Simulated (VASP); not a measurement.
CoO, 2 atoms in the cell. It takes space group R3m (No. 160, trigonal). The conventional cell has a = 3.204 Å, b = 3.204 Å, c = 7.699 Å, α = 90.00°, β = 90.00°, γ = 120.00°. Co (site symmetry 3m) has 4 O at 1.91 to 1.96 Å within 2.5 Å. O (site symmetry 3m) has 4 Co at 1.91 to 1.96 Å within 2.5 Å. 

```yaml
Program: VASP 6.6.1
Task: single point
Functional: PBE
Potentials_or_basis: VASP PAW PBE potentials, release 64 (Co, O)
Cutoff: 520 eV
k_mesh: 9 × 9 × 9
Occupations: fermi-dirac, width 0.05 eV
Spin: collinear spin, ferromagnetic start
Starting_moments: "[2.5, 0.0] μB"
Fixed_moment: 2.5 μB
Dipole_correction: no
Further_INCAR_settings: ALGO = Normal; EDIFF = 1e-07; NBANDS = 18
```

Potentials or basis: VASP PAW PBE potentials, release 64 (Co, O).

Run with:

```bash
$ cat potpaw_PBE.64/Co/POTCAR potpaw_PBE.64/O/POTCAR > POTCAR
$ mpirun -np 1 vasp_std > vasp.out
```

Hardware: 1 thread of Intel(R) Xeon(R) Platinum 8488C (Sapphire Rapids), with other jobs on the host.

How long does it take, and how much memory?

Run time: 47 s on 1 thread of Intel(R) Xeon(R) Platinum 8488C (Sapphire Rapids) (shared host), peak memory 0.18 GiB. Counts: scf iterations 16, k points 85.
